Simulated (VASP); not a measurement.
# Li (Im-3m) in VASP: notebook

Aim: see how the results for Li move with the level of theory and the settings. Levels: r2SCAN+D4, PBE, BLYP+D3(BJ). Tasks: single point.

All numbers are computed with VASP 6.6.1; they aren't measurements. Logs are shortened: lines on timing, memory, paths and dates and some standing lists are left out, and cuts for length are marked.

## (1) The cell of the first run

It takes space group Im-3m (No. 229, cubic). The conventional cell has a = 3.486 Å, b = 3.486 Å, c = 3.486 Å, α = 90.00°, β = 90.00°, γ = 90.00°. Within 4.0 Å of Li (site symmetry m-3m) lie 14 Li at 3.02 to 3.49 Å.

## (2) Single point, r2SCAN+D4

The input, POSCAR:

```
Li
1.0
   -1.7428734707      1.7428734707      1.7428734707
    1.7428734707     -1.7428734707      1.7428734707
    1.7428734707      1.7428734707     -1.7428734707
Li
1
Direct
    0.0000000000      0.0000000000      0.0000000000
```

The input, INCAR.step1:

```
SYSTEM = Li
  ALGO = Normal
  EDIFF = 1E-4
  ENCUT = 520
  GGA = PE
  ISMEAR = -1
  LASPH = .True.
  LCHARG = .False.
  LREAL = .False.
  LWAVE = .True.
  NBANDS = 8
  NELM = 100
  PREC = Accurate
  SIGMA = 0.05
```

The input, INCAR.step2:

```
SYSTEM = Li
  ALGO = Normal
  EDIFF = 1E-6
  ENCUT = 520
  ISIF = 2
  ISMEAR = -1
  ISTART = 1
  IVDW = 13
  LASPH = .True.
  LCHARG = .False.
  LMIXTAU = .True.
  LREAL = .False.
  LWAVE = .False.
  METAGGA = R2SCAN
  NBANDS = 8
  NELM = 100
  PREC = Accurate
  SIGMA = 0.05
  VDW_A1 = 0.51559235
  VDW_A2 = 5.77342911
  VDW_S6 = 1.0
  VDW_S8 = 0.6018749
```

The input, KPOINTS:

```
k-points
0
Gamma
  11 11 11
  0 0 0
```

Potentials or basis: VASP PAW PBE potentials, release 64 (Li_sv).

Started as:

```sh
> cat potpaw_PBE.64/Li_sv/POTCAR > POTCAR
> cp INCAR.step1 INCAR
> mpirun -np 1 vasp_std > vasp.out
> cp INCAR.step2 INCAR
> mpirun -np 1 vasp_std > vasp.out
```

OUTCAR:

```text
SYSTEM = Li
   EDIFF = 1E-6
   ENCUT = 520
   ISIF = 2
   ISMEAR = -1
   ISTART = 1
   IVDW = 13
   LASPH = .True.
   LREAL = .False.
   METAGGA = R2SCAN
   NELM = 100
   PREC = Accurate

 ion  position               nearest neighbor table
   1  0.000  0.000  0.000-

  LATTYP: Found a body centered cubic cell.
 ALAT       =     3.4857469414

  Lattice vectors:

 A1 = (  -1.7428734707,   1.7428734707,   1.7428734707)
 A2 = (   1.7428734707,  -1.7428734707,   1.7428734707)
 A3 = (   1.7428734707,   1.7428734707,  -1.7428734707)

Analysis of symmetry for initial positions (statically):
=====================================================================
 Subroutine PRICEL returns:
 Original cell was already a primitive cell.

 Routine SETGRP: Setting up the symmetry group for a
 body centered cubic supercell.

 Subroutine GETGRP returns: Found 48 space group operations
 (whereof 48 operations were pure point group operations)
 out of a pool of 48 trial point group operations.

The static configuration has the point symmetry O_h .

Analysis of symmetry for dynamics (positions and initial velocities):
=====================================================================
 Subroutine PRICEL returns:
 Original cell was already a primitive cell.

 Routine SETGRP: Setting up the symmetry group for a
 body centered cubic supercell.

 Subroutine GETGRP returns: Found 48 space group operations
 (whereof 48 operations were pure point group operations)
 out of a pool of 48 trial point group operations.

The dynamic configuration has the point symmetry O_h .

 Subroutine INISYM returns: Found 48 space group operations
 (whereof 48 operations are pure point group operations),
 and found     1 'primitive' translations

----------------------------------------------------------------------------------------

                                     Primitive cell

  volume of cell :      21.1767

  direct lattice vectors                    reciprocal lattice vectors
    -1.742873471  1.742873471  1.742873471     0.000000000  0.286882558  0.286882558
     1.742873471 -1.742873471  1.742873471     0.286882558  0.000000000  0.286882558
     1.742873471  1.742873471 -1.742873471     0.286882558  0.286882558  0.000000000

  length of vectors
     3.018745402  3.018745402  3.018745402     0.405713205  0.405713205  0.405713205

  position of ions in fractional coordinates (direct lattice)
     0.000000000  0.000000000  0.000000000

  ion indices of the primitive-cell ions
   primitive index   ion index
                 1           1

----------------------------------------------------------------------------------------

 KPOINTS: k-points

Automatic generation of k-mesh.
 Grid dimensions read from file:
 generate k-points for:   11   11   11

 Generating k-lattice:

  Cartesian coordinates                     Fractional coordinates (reciprocal lattice)
     0.000000000  0.026080233  0.026080233     0.090909091  0.000000000  0.000000000
     0.026080233  0.000000000  0.026080233     0.000000000  0.090909091  0.000000000
     0.026080233  0.026080233  0.000000000     0.000000000  0.000000000  0.090909091

  Length of vectors
     0.036883019  0.036883019  0.036883019

  Shift w.r.t. Gamma in fractional coordinates (k-lattice)
     0.000000000  0.000000000  0.000000000

 Subroutine IBZKPT returns following result:
 ===========================================

 Found     56 irreducible k-points:

 Following reciprocal coordinates:
            Coordinates               Weight
  0.000000  0.000000  0.000000      1.000000
  0.090909  0.000000  0.000000     12.000000
  0.181818  0.000000  0.000000     12.000000
  0.272727  0.000000  0.000000     12.000000
  0.363636  0.000000  0.000000     12.000000
  0.454545  0.000000  0.000000     12.000000
[... 16 lines left out ...]
  0.272727  0.181818  0.090909     48.000000
  0.363636  0.181818  0.090909     24.000000
 [... further k-points ...]
   k-points           NKPTS =     56   k-points in BZ     NKDIM =     56   number of bands    NBANDS=      8
   number of dos      NEDOS =    301   number of ions     NIONS =      1
   total plane-waves  NPLWV =  13824
   dimension x,y,z NGX =    24 NGY =   24 NGZ =   24
   dimension x,y,z NGXF=    48 NGYF=   48 NGZF=   48
   ions per type =               1
   NGX,Y,Z   is equivalent  to a cutoff of  13.22, 13.22, 13.22 a.u.
   NGXF,Y,Z  is equivalent  to a cutoff of  26.43, 26.43, 26.43 a.u.
 SYSTEM =  Li
   PREC   = accura    normal or accurate (medium, high low for compatibility)
   ISTART =      1    job   : 0-new  1-cont  2-samecut
   ICHARG =      0    charge: 1-file 2-atom 10-const
   ISPIN  =      1    spin polarized calculation?
   LNONCOLLINEAR =      F non collinear calculations
   LSORBIT =      F    spin-orbit coupling
   LASPH  =      T    aspherical Exc in radial PAW
   ENCUT  =  520.0 eV  38.22 Ry    6.18 a.u.   5.61  5.61  5.61*2*pi/ulx,y,z
   NELM   =    100;   NELMIN=  2; NELMDL=  0     # of ELM steps
   EDIFF  = 0.1E-05   stopping-criterion for ELM
   LREAL  =      F    real-space projection
   EDIFFG = 0.1E-04   stopping-criterion for IOM
   NSW    =      0    number of steps for IOM
   IBRION =     -1    ionic relax: 0-MD 1-quasi-New 2-CG
   NFREE  =      0    steps in history (QN), initial steepest desc. (CG)
   ISIF   =      2    stress and relaxation
   ISYM   =      2    0-nonsym 1-usesym 2-fastsym
   POTIM  = 0.5000    time-step for ionic-motion
   TEBEG  =    0.0;   TEEND  =   0.0 temperature during run
   PSTRESS=    0.0 pullay stress
   NELECT =       3.0000    total number of electrons
   NUPDOWN=      -1.0000    fix difference up-down
   EMIN   =  10.00;   EMAX   =-10.00  energy-range for DOS
   EFERMI =   0.00;   METHOD = LEGACY
   ISMEAR =    -1;   SIGMA  =   0.05  broadening in eV -4-tet -1-fermi 0-gaus
   EFERMI_NEDOS =   21; number of points for ismear=-14 and -15
   IALGO  =     38    algorithm
   IMIX   =      4    mixing-type and parameters
     AMIX     =   0.40;   BMIX     =  1.00
     AMIX_MAG =   1.60;   BMIX_MAG =  1.00
  volume/ion in A,a.u.               =      21.18       142.91
  Fermi-wavevector in a.u.,A,eV,Ry     =   0.853420  1.612730  9.909469  0.728325
  Thomas-Fermi vector in A             =   1.969860
   LORBIT       =      0    0 simple, 1 ext, 2 COOP (PROOUT), +10 PAW based schemes
   METAGGA = R2SCAN    functional components
   LHFCALC =     F    Hartree Fock is set to
   AEXX    =    0.0000 exact exchange contribution
   IVDW    =    13    specifies the selected vdW correction
   LEPSILON=     F    determine dielectric tensor
   LRPA    =     F    only Hartree local field effects (RPA)
 non-spin polarized calculation
  energy-cutoff  :      520.00
  volume of cell :       21.18
 maximum number of plane-waves:       603
   NGX = 11   NGY = 11   NGZ = 11

 number of electron       2.9999990 magnetization

 Free energy of the ion-electron system (eV)
  ---------------------------------------------------
  ext. energy  EPLUGINS =         0.00000000
  ---------------------------------------------------
  free energy    TOTEN  =        -2.38695334 eV

  energy without entropy =       -2.38340520  energy(sigma->0) =       -2.38517927

 E-fermi :   0.5478     XC(G=0):  -7.3331

 val. band max:        0.5072237609   @ k =  -0.3636   0.4545   0.0909
 cond. band min:       0.5484450892   @ k =   0.4545   0.0000   0.0000
 fundamental gap:      0.0412213283
 Fermi energy:         0.5478207932

 k-point     1 :       0.0000    0.0000    0.0000
  band No.  band energies     occupation
      1     -47.6674      2.00000
      2      -3.2663      2.00000
      3      16.3746      0.00000
      4      16.3759      0.00000
      5      16.3759      0.00000
      6      20.5038      0.00000
      7      20.5039      0.00000
      8      20.5039      0.00000

 k-point     2 :       0.0909    0.0000    0.0000
  band No.  band energies     occupation
      1     -47.6658      2.00000
      2      -3.0988      2.00000
      3      15.0505      0.00000
      4      15.5099      0.00000
      5      16.0431      0.00000
      6      18.9655      0.00000
      7      18.9880      0.00000
      8      20.7273      0.00000

 k-point     3 :       0.1818    0.0000    0.0000
  band No.  band energies     occupation
      1     -47.6621      2.00000
      2      -2.5974      2.00000
      3      12.0430      0.00000
      4      14.1199      0.00000
      5      15.2068      0.00000
      6      17.2616      0.00000
      7      18.2440      0.00000
      8      20.6890      0.00000

 k-point     4 :       0.2727    0.0000    0.0000
  band No.  band energies     occupation
      1     -47.6574      2.00000
      2      -1.7660      2.00000
      3       8.9556      0.00000
      4      12.9508      0.00000
      5      14.2942      0.00000
      6      15.9575      0.00000
      7      18.1335      0.00000
      8      21.4461      0.00000

 k-point     5 :       0.3636    0.0000    0.0000
  band No.  band energies     occupation
      1     -47.6529      2.00000
      2      -0.6387      2.00000
      3       6.2550      0.00000
      4      12.1441      0.00000
      5      13.5984      0.00000
      6      15.0834      0.00000
      7      18.2821      0.00000
      8      22.7248      0.00000
[... 177 lines left out ...]
 k-point    22 :       0.1818    0.1818    0.0909
  band No.  band energies     occupation
      1     -47.6525      2.00000
      2      -0.4310      2.00000
      3       7.4530      0.00000
      4       8.7509      0.00000
      5      11.0566      0.00000
      6      20.7000      0.00000
      7      20.8932      0.00000
      8      23.6318      0.00000

 k-point    23 :       0.2727    0.1818    0.0909
  band No.  band energies     occupation
      1     -47.6500      2.00000
      2       0.8516      0.00459
      3       5.3007      0.00000
      4       7.8767      0.00000
      5      10.6344      0.00000
      6      21.0597      0.00000
      7      21.7417      0.00000
      8      24.6634      0.00000

 k-point    24 :       0.3636    0.1818    0.0909
  band No.  band energies     occupation
      1     -47.6489      2.00000
      2       1.8400      0.00000
      3       3.9642      0.00000
      4       7.6355      0.00000
      5      10.4962      0.00000
      6      21.0708      0.00000
      7      22.1695      0.00000
      8      25.6184      0.00000

 [... further k-points ...]

------------------------ aborting loop because EDIFF is reached ----------------------------------------

  DFT-D4 for vdW energy calculation

  Edisp (eV):   -0.00682

  FORCE on cell =-STRESS in cart. coord.  units (eV):
  Direction    XX          YY          ZZ          XY          YZ          ZX
  --------------------------------------------------------------------------------------
  -------------------------------------------------------------------------------------
  Total      -0.05570    -0.05570    -0.05570     0.00000     0.00000    -0.00000
  in kB      -4.21443    -4.21443    -4.21443     0.00000     0.00000    -0.00000
  external pressure =       -4.21 kB  Pullay stress =        0.00 kB

 VOLUME and BASIS-vectors are now :
 -----------------------------------------------------------------------------
  energy-cutoff  :      520.00
  volume of cell :       21.18
      direct lattice vectors                 reciprocal lattice vectors
    -1.742873471  1.742873471  1.742873471     0.000000000  0.286882558  0.286882558
     1.742873471 -1.742873471  1.742873471     0.286882558  0.000000000  0.286882558
     1.742873471  1.742873471 -1.742873471     0.286882558  0.286882558  0.000000000

 POSITION                                       TOTAL-FORCE (eV/Angst)
 -----------------------------------------------------------------------------------
      0.00000      0.00000      0.00000        -0.000000      0.000000      0.000000
 -----------------------------------------------------------------------------------
    total drift:                                0.000000      0.000000     -0.000000

  FREE ENERGIE OF THE ION-ELECTRON SYSTEM (eV)
  ---------------------------------------------------
  free  energy   TOTEN  =        -2.3937711727 eV

  energy  without entropy=       -2.3902230266  energy(sigma->0) =       -2.39199710
```

It took 13 s on 1 thread of Intel Xeon 6975P-C (Granite Rapids), shared host; peak memory 0.13 GiB.

What came out:

```yaml
Free_energy: -2.3938 eV
Dispersion_energy_per_atom: -0.007 eV
```

Caveat: the cutoff is under 1.25 times the usual one of these potentials, so pressure, stress and relaxed cells hold a basis-set (Pulay) error; the PAW data sets were made with another functional, which shifts forces and pressure a little; pairwise dispersion overbinds metals, which lowers pressure and volume.

## (3) Single point, PBE

This run uses another cell than the first one, of 21.61 Å³/atom, 1.020 times its volume.

The input, INCAR:

```
  PREC = Accurate
  ENCUT = 520
  EDIFF = 1E-6
  ISMEAR = -1
  SIGMA = 0.04
  LREAL = F
  LASPH = T
  NELM = 60
  ALGO = Normal
  ISIF = 2
  LWAVE = F
  LCHARG = F
  GGA = PE
  NBANDS = 8
```

The input, KPOINTS:

```
regular mesh
0
Gamma
  4 4 4
```

The input, POSCAR:

```
Li
1.0
   -1.7546500000      1.7546500000      1.7546500000
    1.7546500000     -1.7546500000      1.7546500000
    1.7546500000      1.7546500000     -1.7546500000
Li
1
Direct
    0.0000000000      0.0000000000      0.0000000000
```

Potentials or basis: VASP PAW PBE potentials, release 64 (Li_sv).

Started as:

```sh
> cat potpaw_PBE.64/Li_sv/POTCAR > POTCAR
> mpirun -np 1 vasp_std > vasp.out
```

It took 3.3 s on 1 thread of AMD EPYC 7R13, shared host; peak memory 0.09 GiB.

The run converged. Its results:

- Free energy: -1.7738 eV

Levels at points of the mesh, in eV from the Fermi level:
| k point | band 1 | band 2 | band 3 | band 4 | band 5 |
| --- | --- | --- | --- | --- | --- |
| (0.00, 0.00, 0.00) | -46.61 | -3.45 | 13.98 | 13.98 | 13.98 |
| (0.50, 0.00, 0.00) | -46.60 | 0.29 | 3.08 | 9.94 | 11.36 |
| (0.50, 0.50, 0.50) | -46.59 | 5.32 | 5.32 | 5.32 | 7.52 |

Caveat: the k points lie up to 0.63 Å⁻¹ apart; the cutoff is under 1.25 times the usual one of these potentials, so pressure, stress and relaxed cells hold a basis-set (Pulay) error.

## (4) Single point, BLYP+D3(BJ)

This run uses another cell than the first one, of 15.73 Å³/atom, 0.743 times its volume.

The input, INCAR:

```
  PREC = Accurate
  ENCUT = 520
  EDIFF = 1E-6
  ISMEAR = -1
  SIGMA = 0.05
  LREAL = F
  LASPH = T
  NELM = 80
  ALGO = Normal
  ISIF = 2
  LWAVE = F
  LCHARG = F
  GGA = B5
  ALDAX = 1.0
  AGGAX = 1.0
  AGGAC = 1.0
  ALDAC = 0.0
  IVDW = 12
  VDW_S6 = 1.0
  VDW_S8 = 2.6996
  VDW_A1 = 0.4298
  VDW_A2 = 4.2359
  NBANDS = 8
```

The input, KPOINTS:

```
regular mesh
0
Gamma
  11 11 11
```

The input, POSCAR:

```
Li
1.0
   -1.5784758559      1.5784758559      1.5784758559
    1.5784758559     -1.5784758559      1.5784758559
    1.5784758559      1.5784758559     -1.5784758559
Li
1
Direct
    0.0000000000      0.0000000000      0.0000000000
```

Started as:

```sh
> cat potpaw_PBE.64/Li_sv/POTCAR > POTCAR
> mpirun -np 1 vasp_std > vasp.out
```

It took 9.4 s on 1 thread of AMD EPYC 7R13, shared host; peak memory 0.1 GiB.

Results (log left out):

| Item | Value |
| --- | --- |
| Free energy | -2.0027 eV |
| Dispersion energy per atom | -0.488 eV |

Levels at points of the mesh, in eV from the Fermi level:
```csv
k point,band 1,band 2,band 3,band 4,band 5
"(0.00, 0.00, 0.00)",-46.85,-3.85,17.12,17.12,17.12
```

Caveat: the cutoff is under 1.25 times the usual one of these potentials, so pressure, stress and relaxed cells hold a basis-set (Pulay) error; the PAW data sets were made with another functional, which shifts forces and pressure a little; pairwise dispersion overbinds metals, which lowers pressure and volume.

## (5) The runs side by side

```csv
level,cell,k mesh,smearing,gap on the mesh (eV)
r2SCAN+D4,"a = 3.019 Å, angles 109.5°, 1 atom",11 × 11 × 11,fermi-dirac 0.05 eV,none
PBE,"a = 3.039 Å, angles 109.5°, 1 atom",4 × 4 × 4,fermi-dirac 0.04 eV,none
BLYP+D3(BJ),"a = 2.734 Å, angles 109.5°, 1 atom",11 × 11 × 11,fermi-dirac 0.05 eV,none
```

Alike in all rows: task single point; potentials or basis VASP PAW PBE potentials, release 64 (Li_sv); no spin polarisation; cutoff (eV) 520.

Caveats: some runs use coarse meshes; the cutoff is under 1.25 times the usual one of these potentials, so pressure, stress and relaxed cells hold a basis-set (Pulay) error; the PAW data sets were made with another functional, which shifts forces and pressure a little (some runs); pairwise dispersion overbinds metals, which lowers pressure and volume (some runs).

Absolute energies hang on the potentials; compare differences alone.
